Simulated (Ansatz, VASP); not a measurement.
# One calculation of Sn, two programs

```
Sn
1.0
    -2.69393    2.69393    1.90499
     2.69393   -2.69393    1.90499
     2.69393    2.69393   -1.90499
Sn
2
Direct
  0.75000 0.25000 0.50000
  0.00000 0.00000 0.00000
```

Alike in both runs: task single point; functional PBE; k mesh 18 × 18 × 18; occupations methfessel-paxton of order 1, width 0.2 eV; no spin polarisation.

|  | VASP | Ansatz |
| --- | --- | --- |
| version | VASP 6.6.1 | Ansatz 0.2.0 |
| potentials or method | VASP PAW PBE potentials, release 64 (Sn_d), cutoff 520 eV | scalar-relativistic, plane waves, PAW |
| valence electrons in the cell | 28 | 28 |

```csv
,VASP,Ansatz,Ansatz less VASP
gap on the k mesh at the Fermi level (eV),none,none,-
pressure (GPa),5.6,5.6,+0.06
"traceless stress, the component that is largest in VASP (GPa)",-5.60,-5.60,-0.004
```

A gap of «none» marks a metal or a gap that the smearing closes.
